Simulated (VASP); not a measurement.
# AlN (F-43m) in VASP: notebook

AlN is run at these levels: PBE; tasks: single point.

Program: VASP 6.6.1. These are calculated values, not measurements. Logs are shortened: lines on timing, memory, paths and dates and some standing lists are left out, and cuts for length are marked.

**1. The cell of the first run**

Symmetry: F-43m, No. 216, cubic system. The conventional cell has a = 4.239 Å, b = 4.239 Å, c = 4.239 Å, α = 90.00°, β = 90.00°, γ = 90.00°. Within 2.4 Å of Al (site symmetry -43m) lie 4 N at 1.84 Å. Within 2.4 Å of N (site symmetry -43m) lie 4 Al at 1.84 Å.

**2. Single point, PBE (strain -3.0%)**

Input file INCAR:

```
SYSTEM = AlN
ALGO = Normal ; EDIFF = 1E-7
ENCUT = 520 ; GGA = PE
ISIF = 2 ; ISMEAR = -1
LASPH = .TRUE. ; LCHARG = .FALSE.
LREAL = .FALSE. ; LWAVE = .FALSE.
NBANDS = 11 ; NELM = 60
PREC = Accurate ; SIGMA = 0.02
```

Input file KPOINTS:

```
k-points
0
G
  10 10 10
  0 0 0
```

Input file POSCAR:

```
AlN
1.0
    0.0000000000      2.1193301201      2.1193301201
    2.1193301201      0.0000000000      2.1193301201
    2.1193301201      2.1193301201      0.0000000000
Al N
1 1
Direct
    0.0000000000      0.0000000000      0.0000000000
    0.2500000000      0.2500000000      0.2500000000
```

Potentials or basis: VASP PAW PBE potentials, release 64 (Al, N).

Started as:

```console
> cat potpaw_PBE.64/Al/POTCAR potpaw_PBE.64/N/POTCAR > POTCAR
> mpirun -np 1 vasp_std > vasp.out
```

OUTCAR:

```text
SYSTEM = AlN
   EDIFF = 1E-7
   ENCUT = 520
   GGA = PE
   ISIF = 2
   ISMEAR = -1
   LASPH = .TRUE.
   LREAL = .FALSE.
   NELM = 60
   PREC = Accurate

 ion  position               nearest neighbor table
   1  0.000  0.000  0.000-   2 1.84   2 1.84   2 1.84   2 1.84
   2  0.250  0.250  0.250-   1 1.84   1 1.84   1 1.84   1 1.84

  LATTYP: Found a face centered cubic cell.
 ALAT       =     4.2386602402

  Lattice vectors:

 A1 = (   0.0000000000,   2.1193301201,   2.1193301201)
 A2 = (   2.1193301201,   0.0000000000,   2.1193301201)
 A3 = (   2.1193301201,   2.1193301201,   0.0000000000)

Analysis of symmetry for initial positions (statically):
=====================================================================
 Subroutine PRICEL returns:
 Original cell was already a primitive cell.

 Routine SETGRP: Setting up the symmetry group for a
 face centered cubic supercell.

 Subroutine GETGRP returns: Found 24 space group operations
 (whereof 24 operations were pure point group operations)
 out of a pool of 48 trial point group operations.

The static configuration has the point symmetry T_d .

Analysis of symmetry for dynamics (positions and initial velocities):
=====================================================================
 Subroutine PRICEL returns:
 Original cell was already a primitive cell.

 Routine SETGRP: Setting up the symmetry group for a
 face centered cubic supercell.

 Subroutine GETGRP returns: Found 24 space group operations
 (whereof 24 operations were pure point group operations)
 out of a pool of 48 trial point group operations.

The dynamic configuration has the point symmetry T_d .

 Subroutine INISYM returns: Found 24 space group operations
 (whereof 24 operations are pure point group operations),
 and found     1 'primitive' translations

----------------------------------------------------------------------------------------

                                     Primitive cell

  volume of cell :      19.0382

  direct lattice vectors                    reciprocal lattice vectors
     0.000000000  2.119330120  2.119330120    -0.235923604  0.235923604  0.235923604
     2.119330120  0.000000000  2.119330120     0.235923604 -0.235923604  0.235923604
     2.119330120  2.119330120  0.000000000     0.235923604  0.235923604 -0.235923604

  length of vectors
     2.997185399  2.997185399  2.997185399     0.408631669  0.408631669  0.408631669

  position of ions in fractional coordinates (direct lattice)
     0.000000000  0.000000000  0.000000000
[... 80 lines left out ...]
   EDIFFG = 0.1E-05   stopping-criterion for IOM
   NSW    =      0    number of steps for IOM
   IBRION =     -1    ionic relax: 0-MD 1-quasi-New 2-CG
   NFREE  =      0    steps in history (QN), initial steepest desc. (CG)
   ISIF   =      2    stress and relaxation
   ISYM   =      2    0-nonsym 1-usesym 2-fastsym
   POTIM  = 0.5000    time-step for ionic-motion
   TEBEG  =    0.0;   TEEND  =   0.0 temperature during run
   PSTRESS=    0.0 pullay stress
   NELECT =       8.0000    total number of electrons
   NUPDOWN=      -1.0000    fix difference up-down
   EMIN   =  10.00;   EMAX   =-10.00  energy-range for DOS
   EFERMI =   0.00;   METHOD = LEGACY
   ISMEAR =    -1;   SIGMA  =   0.02  broadening in eV -4-tet -1-fermi 0-gaus
   EFERMI_NEDOS =   21; number of points for ismear=-14 and -15
   IALGO  =     38    algorithm
   IMIX   =      4    mixing-type and parameters
     AMIX     =   0.40;   BMIX     =  1.00
     AMIX_MAG =   1.60;   BMIX_MAG =  1.00
  volume/ion in A,a.u.               =       9.52        64.24
  Fermi-wavevector in a.u.,A,eV,Ry     =   1.226204  2.317190 20.457412  1.503577
  Thomas-Fermi vector in A             =   2.361214
   LORBIT       =      0    0 simple, 1 ext, 2 COOP (PROOUT), +10 PAW based schemes
   GGA     = PE    functional components
   LHFCALC =     F    Hartree Fock is set to
   AEXX    =    0.0000 exact exchange contribution
   IVDW    =     0    specifies the selected vdW correction
   LEPSILON=     F    determine dielectric tensor
   LRPA    =     F    only Hartree local field effects (RPA)
 non-spin polarized calculation
  energy-cutoff  :      520.00
  volume of cell :       19.04
 maximum number of plane-waves:       532
 NGX is ok and might be reduce to    24
   NGX = 11   NGY = 11   NGZ = 11

 number of electron       7.9999999 magnetization

 Free energy of the ion-electron system (eV)
  ---------------------------------------------------
  ext. energy  EPLUGINS =         0.00000000
  ---------------------------------------------------
  free energy    TOTEN  =       -14.66950416 eV

  energy without entropy =      -14.66950416  energy(sigma->0) =      -14.66950416

 E-fermi :   7.3413     XC(G=0): -11.3334

 val. band max:        6.8528841231   @ k =   0.0000   0.0000   0.0000
 cond. band min:      10.2122244743   @ k =   0.5000   0.5000   0.0000
 fundamental gap:      3.3593403512
 Fermi energy:         7.3412860565

 k-point     1 :       0.0000    0.0000    0.0000
  band No.  band energies     occupation
      1      -8.6687      2.00000
      2       6.8529      2.00000
      3       6.8529      2.00000
      4       6.8529      2.00000
      5      11.8728      0.00000
      6      20.3340      0.00000
      7      20.3340      0.00000
      8      20.3340      0.00000
      9      25.2790      0.00000
     10      25.2790      0.00000
     11      26.8705      0.00000
[... 309 lines left out ...]
 k-point    24 :       0.4000    0.3000    0.0000
  band No.  band energies     occupation
      1      -6.4073      2.00000
      2       2.5154      2.00000
      3       5.0574      2.00000
      4       5.3774      2.00000
      5      11.9670      0.00000
      6      16.9827      0.00000
      7      20.2634      0.00000
      8      22.4586      0.00000
      9      23.0479      0.00000
     10      29.2319      0.00000
     11      31.9717      0.00000

 [... further k-points ...]
[... 5 lines left out ...]
  --------------------------------------------------------------------------------------
  -------------------------------------------------------------------------------------
  Total        3.2443939      3.2443939      3.2443939     -0.0000000     -0.0000000     -0.0000000
  in kB      273.0350082    273.0350082    273.0350082     -0.0000000     -0.0000000     -0.0000000
  external PRESSURE =     273.0350082 kB  Pullay stress =       0.0000000 kB

 VOLUME and BASIS-vectors are now :
 -----------------------------------------------------------------------------
  energy-cutoff  :      520.00
  volume of cell :       19.04
      direct lattice vectors                 reciprocal lattice vectors
     0.000000000  2.119330120  2.119330120    -0.235923604  0.235923604  0.235923604
     2.119330120  0.000000000  2.119330120     0.235923604 -0.235923604  0.235923604
     2.119330120  2.119330120  0.000000000     0.235923604  0.235923604 -0.235923604

 POSITION                                       TOTAL-FORCE (eV/Angst)
 -----------------------------------------------------------------------------------
      0.00000      0.00000      0.00000        -0.000000      0.000000     -0.000000
      1.05967      1.05967      1.05967         0.000000     -0.000000      0.000000
 -----------------------------------------------------------------------------------
    total drift:                                0.000000      0.000000      0.000000

  FREE ENERGIE OF THE ION-ELECTRON SYSTEM (eV)
  ---------------------------------------------------
  free  energy   TOTEN  =       -14.6695041584 eV

  energy  without entropy=      -14.6695041584  energy(sigma->0) =      -14.66950416
```

OSZICAR:

```text
N       E                     dE             d eps       ncg     rms          rms(c)
DAV:   1     0.112609015080E+02    0.11261E+02   -0.41761E+03  1050   0.622E+02
DAV:   2    -0.164344893145E+02   -0.27695E+02   -0.26652E+02  1236   0.142E+02
DAV:   3    -0.172367049314E+02   -0.80222E+00   -0.80125E+00  1259   0.231E+01
DAV:   4    -0.172407842462E+02   -0.40793E-02   -0.40791E-02  1196   0.178E+00
DAV:   5    -0.172408315677E+02   -0.47322E-04   -0.47321E-04  1265   0.182E-01    0.910E+00
DAV:   6    -0.146908750955E+02    0.25500E+01   -0.11632E+01  1210   0.177E+01    0.298E+00
DAV:   7    -0.146761260650E+02    0.14749E-01   -0.23604E-01  1169   0.354E+00    0.219E+00
DAV:   8    -0.146707212906E+02    0.54048E-02   -0.26157E-02  1157   0.152E+00    0.568E-01
DAV:   9    -0.146694553605E+02    0.12659E-02   -0.36797E-03  1235   0.364E-01    0.237E-01
DAV:  10    -0.146694898468E+02   -0.34486E-04   -0.31612E-04  1148   0.118E-01    0.353E-02
DAV:  11    -0.146695040200E+02   -0.14173E-04   -0.12871E-05  1193   0.279E-02    0.129E-02
DAV:  12    -0.146695041637E+02   -0.14378E-06   -0.16442E-07  1217   0.329E-03    0.192E-03
DAV:  13    -0.146695041584E+02    0.52871E-08   -0.28845E-07  1172   0.329E-03
   1 F= -.14669504E+02 E0= -.14669504E+02  d E =-.290076E-12
```

stdout:

```text
POSCAR found type information on POSCAR AlN
 POSCAR found :  2 types and       2 ions
 scaLAPACK will be used
 LDA part: xc-table for (Slater+PW92), standard interpolation
 POSCAR, INCAR and KPOINTS ok, starting setup
 FFT: planning ... GRIDC
 FFT: planning ... GRID_SOFT
 FFT: planning ... GRID
 WAVECAR not read
 entering main loop
```

Run time: 7.5 s. Hardware: 1 thread of Intel Xeon Platinum 8488C (Sapphire Rapids), shared host; peak memory 0.13 GiB.

Results:

| Quantity | Value |
| --- | --- |
| Free energy | -14.6695 eV |
| Pressure | 27.3 GPa |
| Band gap on the k mesh | 3.36 eV, indirect (least direct gap 5.02 eV) |

Caveat: the cell differs from its parent crystal (strain -3.0%). A k mesh can miss the band edges.

**3. Single point, PBE (strain -2.0%)**

Input file INCAR:

```
SYSTEM = AlN
PREC = Accurate
ENCUT = 520
EDIFF = 1E-7
ISMEAR = -1
SIGMA = 0.02
LREAL = .FALSE.
LASPH = .TRUE.
NELM = 80
ALGO = Normal
ISIF = 2
LWAVE = .FALSE.
LCHARG = .FALSE.
GGA = PE
NBANDS = 11
```

Input file KPOINTS:

```
regular mesh
0
G
  10 10 10
  0 0 0
```

Input file POSCAR:

```
AlN
1.0
    0.0000000000      2.1411788842      2.1411788842
    2.1411788842      0.0000000000      2.1411788842
    2.1411788842      2.1411788842      0.0000000000
Al N
1 1
Direct
    0.0000000000      0.0000000000      0.0000000000
    0.2500000000      0.2500000000      0.2500000000
```

Potentials or basis: VASP PAW PBE potentials, release 64 (Al, N).

Started as:

```console
> cat potpaw_PBE.64/Al/POTCAR potpaw_PBE.64/N/POTCAR > POTCAR
> mpirun -np 1 vasp_std > vasp.out
```

It took 7.1 s on 1 thread of Intel Xeon Platinum 8488C (Sapphire Rapids), shared host; peak memory 0.13 GiB.

It converged, with:

```yaml
Free_energy: -14.7549 eV
Pressure: 18.7 GPa
Band_gap_on_the_k_mesh: 3.35 eV, indirect (least direct gap 4.73 eV)
```

Levels at points of the mesh, in eV from the valence-band top:
| k point | band 2 | band 3 | band 4 | band 5 | band 6 | band 7 |
| --- | --- | --- | --- | --- | --- | --- |
| (0.00, 0.00, 0.00) | 0.00 | 0.00 | 0.00 | 4.73 | 13.16 | 13.16 |
| (0.50, 0.00, 0.00) | -6.11 | -0.49 | -0.49 | 7.93 | 10.28 | 11.52 |
| (0.50, 0.50, 0.00) | -5.09 | -1.84 | -1.84 | 3.35 | 8.98 | 14.79 |

Caveat: the cell differs from its parent crystal (strain -2.0%).

**4. Single point, PBE**

This run uses another cell than the first one, of 10.43 Å³/atom, 1.096 times its volume.

Input file INCAR:

```
SYSTEM = AlN
ALGO = Normal ; EDIFF = 1E-6
ENCUT = 520 ; GGA = PE
ISIF = 2 ; ISMEAR = -1
LASPH = .TRUE. ; LCHARG = .TRUE.
LELF = .TRUE. ; LREAL = .FALSE.
LVHAR = .TRUE. ; LWAVE = .FALSE.
NBANDS = 11 ; NELM = 100
PREC = Accurate ; SIGMA = 0.02
```

Input file KPOINTS:

```
k-points
0
G
  10 10 10
  0 0 0
```

Input file POSCAR:

```
AlN
1.0
    0.0000000000      2.1848764125      2.1848764125
    2.1848764125      0.0000000000      2.1848764125
    2.1848764125      2.1848764125      0.0000000000
Al N
1 1
Direct
    0.0000000000      0.0000000000      0.0000000000
    0.2500000000      0.2500000000      0.2500000000
```

Started as:

```console
> cat potpaw_PBE.64/Al/POTCAR potpaw_PBE.64/N/POTCAR > POTCAR
> mpirun -np 1 vasp_std > vasp.out
```

Wall time 6.7 s (1 thread of Intel Xeon Platinum 8259CL at 2.50GHz (Skylake/Cascade Lake), shared host); peak memory 0.13 GiB.

The run converged. Its results:

```
Free energy            : -14.8412 eV
Pressure               : 4.3 GPa
Band gap on the k mesh : 3.32 eV, indirect (least direct gap 4.19 eV)
```

Levels at points of the mesh, in eV from the valence-band top:
```tsv
k point	band 1	band 2	band 3	band 4	band 5	band 6	band 7	band 8	band 9
(0.00, 0.00, 0.00)	-14.97	0.00	0.00	0.00	4.19	12.55	12.55	12.55	17.68
(0.50, 0.00, 0.00)	-12.93	-5.85	-0.48	-0.48	7.37	9.86	11.14	11.14	17.97
(0.50, 0.50, 0.00)	-12.30	-4.90	-1.77	-1.77	3.32	8.61	13.94	15.72	15.72
```

A k mesh can miss the band edges. Expect the measured gap to be larger: semilocal functionals such as PBE lack the derivative discontinuity.

**5. Single point, PBE (strain -1.0%)**

Input file INCAR:

```
  ALGO = Normal
  EDIFF = 1E-7
  ENCUT = 520
  GGA = PE
  ISIF = 2
  ISMEAR = -1
  LASPH = True
  LCHARG = False
  LREAL = False
  LWAVE = False
  NBANDS = 11
  NELM = 80
  PREC = Accurate
  SIGMA = 0.02
```

Input file KPOINTS:

```
k-points
0
Gamma
  10 10 10
```

Input file POSCAR:

```
AlN
1.0
    0.0000000000      2.1630276483      2.1630276483
    2.1630276483      0.0000000000      2.1630276483
    2.1630276483      2.1630276483      0.0000000000
Al N
1 1
Direct
    0.0000000000      0.0000000000      0.0000000000
    0.2500000000      0.2500000000      0.2500000000
```

Started as:

```console
> cat potpaw_PBE.64/Al/POTCAR potpaw_PBE.64/N/POTCAR > POTCAR
> mpirun -np 1 vasp_std > vasp.out
```

It took 6.6 s on 1 thread of Intel Xeon Platinum 8259CL at 2.50GHz (Skylake/Cascade Lake), shared host; peak memory 0.14 GiB.

The run converged. Its results:

| Property | Result |
| --- | --- |
| Free energy | -14.8113 eV |
| Pressure | 11.1 GPa |
| Band gap on the k mesh | 3.33 eV, indirect (least direct gap 4.45 eV) |

Levels at points of the mesh, in eV from the valence-band top:
```
           k point  band 1  band 2  band 3  band 4  band 5  band 6  band 7  band 8
(0.00, 0.00, 0.00)  -15.15    0.00    0.00    0.00    4.45   12.85   12.85   12.85
(0.50, 0.00, 0.00)  -13.01   -5.98   -0.48   -0.48    7.64   10.06   11.33   11.33
(0.50, 0.50, 0.00)  -12.35   -4.99   -1.80   -1.80    3.33    8.79   14.36   16.10
```

Caveat: the cell differs from its parent crystal (strain -1.0%). A k mesh can miss the band edges.

**6. Single point, PBE (strain +1.0%)**

Input file INCAR:

```
SYSTEM = AlN
PREC = Accurate
ENCUT = 520
EDIFF = 1E-6
ISMEAR = -1
SIGMA = 0.02
LREAL = .FALSE.
LASPH = .TRUE.
NELM = 80
ALGO = Normal
ISIF = 2
LWAVE = .FALSE.
LCHARG = .TRUE.
GGA = PE
LELF = .TRUE.
LVHAR = .TRUE.
NBANDS = 11
```

Input file KPOINTS:

```
regular mesh
0
G
  10 10 10
  0 0 0
```

Input file POSCAR:

```
AlN
1.0
    0.0000000000      2.2067251766      2.2067251766
    2.2067251766      0.0000000000      2.2067251766
    2.2067251766      2.2067251766      0.0000000000
Al N
1 1
Direct
    0.0000000000      0.0000000000      0.0000000000
    0.2500000000      0.2500000000      0.2500000000
```

Potentials or basis: VASP PAW PBE potentials, release 64 (Al, N).

Started as:

```console
> cat potpaw_PBE.64/Al/POTCAR potpaw_PBE.64/N/POTCAR > POTCAR
> mpirun -np 1 vasp_std > vasp.out
```

Run time: 7.1 s. Hardware: 1 thread of Intel Xeon Platinum 8259CL at 2.50GHz (Skylake/Cascade Lake), shared host; peak memory 0.13 GiB.

Results (log left out):

```yaml
Free_energy: -14.8466 eV
Pressure: -1.6 GPa
Band_gap_on_the_k_mesh: 3.30 eV, indirect (least direct gap 3.92 eV)
```

Levels at points of the mesh, in eV from the valence-band top:
| k point | band 1 | band 2 | band 3 | band 4 | band 5 | band 6 | band 7 | band 8 |
| --- | --- | --- | --- | --- | --- | --- | --- | --- |
| (0.00, 0.00, 0.00) | -14.80 | 0.00 | 0.00 | 0.00 | 3.92 | 12.26 | 12.26 | 12.26 |
| (0.50, 0.00, 0.00) | -12.85 | -5.72 | -0.48 | -0.48 | 7.10 | 9.65 | 10.95 | 10.95 |
| (0.50, 0.50, 0.00) | -12.24 | -4.81 | -1.74 | -1.74 | 3.30 | 8.43 | 13.54 | 15.35 |

Caveat: the cell differs from its parent crystal (strain +1.0%). A k mesh can miss the band edges.

**7. Summary**

```tsv
cell	gap on the mesh (eV)	pressure (GPa)
a = 2.997 Å, angles 60.0°, 2 atoms	3.36	27.3
a = 3.028 Å, angles 60.0°, 2 atoms	3.35	18.7
a = 3.090 Å, angles 60.0°, 2 atoms	3.32	4.3
a = 3.059 Å, angles 60.0°, 2 atoms	3.33	11.1
a = 3.121 Å, angles 60.0°, 2 atoms	3.30	-1.6
```

Alike in all rows: task single point; level PBE; potentials or basis VASP PAW PBE potentials, release 64 (Al, N); no spin polarisation; k mesh 10 × 10 × 10; cutoff (eV) 520; smearing fermi-dirac 0.02 eV.

Total energies depend on the potentials used, so only differences within one code and one set of settings carry meaning.
